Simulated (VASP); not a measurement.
Here is a VASP 6.6.1 calculation.

Contents of INCAR:

```
SYSTEM = Tm3C2
PREC     = Accurate       ! precision mode
ENCUT    = 600            ! plane-wave cutoff, eV
EDIFF    = 1E-6           ! SCF threshold, eV
ISMEAR   = 0              ! smearing method
SIGMA    = 0.1            ! smearing width, eV
LREAL    = .False.        ! projectors in reciprocal space
LASPH    = .True.         ! aspherical terms in the spheres
NELM     = 200            ! most SCF steps
ALGO     = Normal         ! electronic algorithm
ISIF     = 2              ! what is computed and relaxed
LWAVE    = .False.        ! write WAVECAR
LCHARG   = .False.        ! write CHGCAR
GGA      = PE             ! functional
NBANDS   = 26             ! bands
GGA_COMPAT= .False.      
LMAXMIX  = 6              ! l up to which the mixer works
```

The input KPOINTS:

```
regular mesh
0
Gamma
  6 6 10
  0 0 0
```

Contents of POSCAR:

```
Tm3C2
1.0
    5.8313422978      0.0000000000      0.0000000000
   -2.9156711489      5.0500905681      0.0000000000
    0.0000000000      0.0000000000      3.6700953318
Tm C
3 2
Direct
    0.5000000000      0.0000000000      0.5000000000
    0.0000000000      0.5000000000      0.5000000000
    0.5000000000      0.5000000000      0.5000000000
    0.0000000000      0.0000000000      0.8229911095
    0.0000000000      0.0000000000      0.1770088905
```

Potentials or basis: VASP PAW PBE potentials, release 64 (Tm_3, C), 4f in core.

Command:

```sh
$ cat potpaw_PBE.64/Tm_3/POTCAR potpaw_PBE.64/C/POTCAR > POTCAR
$ mpirun -np 1 vasp_std > vasp.out
```

Task: Predict the largest force.

Result: 0.108 eV/Å.

Task: What does it give for the band gap on the k mesh?

Result: Zero (an odd number of electrons rules out a gap without spin polarisation).

Task: Estimate the pressure.

Result: 0.3 GPa.

Forces on the atoms (eV/Å):
```
Tm   0.000  0.000  0.000
Tm   0.000  0.000  0.000
Tm   0.000  0.000  0.000
C    0.000  0.000 -0.108
C    0.000  0.000  0.108
```

Caveat: spin-orbit coupling is left out, which moves the levels of the heavy elements; the 4f electrons are frozen in the core, so they carry no moment and show no levels. Spin polarisation is off, so any magnetic state and its effect on volume and gap are missing.
